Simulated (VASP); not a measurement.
SnO2, 3 atoms in the cell. Symmetry: R-3m, No. 166, trigonal system. Conventional cell: a = 3.175 Å, b = 3.175 Å, c = 14.488 Å, α = 90.00°, β = 90.00°, γ = 120.00°. Within 2.8 Å of Sn (site symmetry -3m) lie 6 O at 2.12 Å. Within 2.9 Å of O (site symmetry 3m) lie 3 Sn at 2.12 Å and 3 O at 2.82 Å.  This cell differs from its parent crystal: atoms shifted along a free coordinate.

* Program: VASP 6.6.1
* Task: single point
* Functional: PBE
* Potentials or basis: VASP PAW PBE potentials, release 64 (Sn_d, O)
* Cutoff: 520 eV
* k mesh: 12 × 12 × 12
* Occupations: gaussian, width 0.05 eV
* Spin: no spin polarisation
* Dipole correction: no
* Further INCAR settings: ALGO = Normal; EDIFF = 1e-07; NBANDS = 20

Potentials or basis: VASP PAW PBE potentials, release 64 (Sn_d, O).

Launch:

```console
$ cat potpaw_PBE.64/Sn_d/POTCAR potpaw_PBE.64/O/POTCAR > POTCAR
$ mpirun -np 1 vasp_std > vasp.out
```

Hardware: 1 thread of Intel(R) Xeon(R) 6975P-C (Granite Rapids), on a shared host.

Estimate the wall time of this run.

It took 110 s on 1 thread of Intel(R) Xeon(R) 6975P-C (Granite Rapids), with other jobs on the host, peak memory 0.33 GiB. Counts: scf iterations 13, k points 189.
